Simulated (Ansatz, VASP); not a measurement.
# One calculation of LiCl, two programs

The input POSCAR:

```
LiCl
1.0
    0.0000000000      2.5006410000      2.5647600000
    2.5006410000      0.0000000000      2.5647600000
    2.5006410000      2.5006410000      0.0000000000
Li Cl
1 1
Direct
    0.0000000000      0.0000000000      0.0000000000
    0.5000000000      0.5000000000      0.5000000000
```

Contents of INCAR.step1:

```
SYSTEM = LiCl
PREC     = Accurate       ! precision mode
ENCUT    = 520            ! plane-wave cutoff, eV
ISMEAR   = 0              ! smearing method
SIGMA    = 0.05           ! smearing width, eV
LREAL    = .FALSE.        ! projectors in reciprocal space
LASPH    = .TRUE.         ! aspherical terms in the spheres
NELM     = 60             ! most SCF steps
NBANDS   = 12             ! bands
GGA      = PE             ! functional
ALGO     = Normal         ! electronic algorithm
EDIFF    = 1E-4           ! SCF threshold, eV
LWAVE    = .TRUE.         ! write WAVECAR
LCHARG   = .FALSE.        ! write CHGCAR
```

File INCAR.step2:

```
SYSTEM = LiCl
PREC     = Accurate       ! precision mode
ENCUT    = 520            ! plane-wave cutoff, eV
EDIFF    = 1E-7           ! SCF threshold, eV
ISMEAR   = 0              ! smearing method
SIGMA    = 0.05           ! smearing width, eV
LREAL    = .FALSE.        ! projectors in reciprocal space
LASPH    = .TRUE.         ! aspherical terms in the spheres
NELM     = 60             ! most SCF steps
ALGO     = Normal         ! electronic algorithm
ISIF     = 2              ! what is computed and relaxed
LWAVE    = .FALSE.        ! write WAVECAR
LCHARG   = .FALSE.        ! write CHGCAR
METAGGA  = R2SCAN         ! meta-GGA
LMIXTAU  = .TRUE.       
NBANDS   = 12             ! bands
ISTART   = 1
```

File KPOINTS:

```
regular mesh
0
G
  8 8 8
  0 0 0
```

Input for Ansatz:

```yaml
crystal:
  lattice:
    - [0.0, 2.500641, 2.56476]
    - [2.500641, 0.0, 2.56476]
    - [2.500641, 2.500641, 0.0]
  atoms:
    - { symbol: Li, position: [0.0, 0.0, 0.0] }
    - { symbol: Cl, position: [0.5, 0.5, 0.5] }
basis:
  ecutwfc: 500
kpoints:
  mp_grid: { grid: [8, 8, 8] }
hamiltonian:
  xc: r2scan
scf:
  occupations: { method: gaussian, width: 0.05 }
output:
  forces: true
  stress: true
  eigenvalues: true
  write_density: true
  write_potential: true
  elf: true
  volumetric_format: npy
```

Change from the starting cell: strain -0.025 along x and y, +0.000 along z, atoms carried along.

Alike in both runs: task single point; functional r2SCAN; k mesh 8 × 8 × 8; occupations gaussian, width 0.05 eV; no spin polarisation.

|  | VASP | Ansatz |
| --- | --- | --- |
| version | VASP 6.6.1 | Ansatz 0.2.0 |
| potentials or method | VASP PAW PBE potentials, release 64 (Li_sv, Cl), cutoff 520 eV | scalar-relativistic, plane waves, PAW |
| valence electrons in the cell | 10 | 10 |

Ansatz gave:

| Property | Result |
| --- | --- |
| gap on the k mesh at the Fermi level (eV) | 7.51 |
| least direct gap on the mesh (eV) | 7.51 |

Task: Estimate VASP's values.

Result: gap on the k mesh at the Fermi level (eV): 7.55; least direct gap on the mesh (eV): 7.59.

VASP's potentials were made for PBE, not for r2SCAN. The functional is the same, so the differences come from potentials, cutoffs and numerics.

Noted on VASP's run: the cutoff is under 1.25 times that of the potentials, so the pressure is a little rough.
